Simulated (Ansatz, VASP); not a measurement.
# One calculation of SnO, two programs

Contents of INCAR:

```
SYSTEM = SnO
PREC = Accurate ; ENCUT = 520
EDIFF = 1E-6 ; ISMEAR = 0
SIGMA = 0.15 ; LREAL = .False.
LASPH = .True. ; NELM = 60
ALGO = Normal ; ISIF = 2
LWAVE = .False. ; LCHARG = .True.
GGA = PE ; LELF = .True.
LVHAR = .True. ; NBANDS = 28
```

File KPOINTS:

```
regular mesh
0
Gamma
  12 12 10
  0 0 0
```

Contents of POSCAR:

```
SnO
1.0
    3.8020000000      0.0047525000      0.0000000000
    0.0047525000      3.8020000000      0.0000000000
    0.0000000000      0.0000000000      4.8360000000
Sn O
2 2
Direct
    0.0000000000      0.5000000000      0.2385000000
    0.5000000000      0.0000000000      0.7615000000
    0.0000000000      0.0000000000      0.0000000000
    0.5000000000      0.5000000000      0.0000000000
```

Input for Ansatz:

```yaml
crystal:
  lattice:
    - [3.802, 0.0047525, 0.0]
    - [0.0047525, 3.802, 0.0]
    - [0.0, 0.0, 4.836]
  atoms:
    - { symbol: Sn, position: [0.0, 0.5, 0.2385] }
    - { symbol: Sn, position: [0.5, 0.0, 0.7615] }
    - { symbol: O, position: [0.0, 0.0, 0.0] }
    - { symbol: O, position: [0.5, 0.5, 0.0] }
basis:
  ecutwfc: 420
kpoints:
  mp_grid: { grid: [12, 12, 10] }
hamiltonian:
  xc: pbe
scf:
  occupations: { method: gaussian, width: 0.15 }
output:
  forces: true
  stress: true
  eigenvalues: true
```

Change from the starting cell: strain +0.0025 x Voigt [0, 0, 0, 0, 0, 1], atoms carried along.

Alike in both runs: task single point; functional PBE; k mesh 12 × 12 × 10; occupations gaussian, width 0.15 eV; no spin polarisation.

|  | VASP | Ansatz |
| --- | --- | --- |
| version | VASP 6.6.1 | Ansatz 0.2.0 |
| potentials or method | VASP PAW PBE potentials, release 64 (Sn_d, O), cutoff 520 eV | scalar-relativistic, plane waves, PAW |
| valence electrons in the cell | 40 | 40 |

Ansatz gave:

| Item | Value |
| --- | --- |
| gap on the k mesh at the Fermi level (eV) | none |
| pressure (GPa) | 4.2 |
| traceless stress, the component that is largest in VASP (GPa) | -0.82 |
| rms of the force components (eV/Å) | 0.144 |

Q: Which values does VASP return?

A: gap on the k mesh at the Fermi level (eV): none; pressure (GPa): 4.4; traceless stress, the component that is largest in VASP (GPa): -0.80; rms of the force components (eV/Å): 0.179.

Atom by atom the forces differ by 0.035 eV/Å (rms over components). A gap of «none» marks a metal or a gap that the smearing closes.
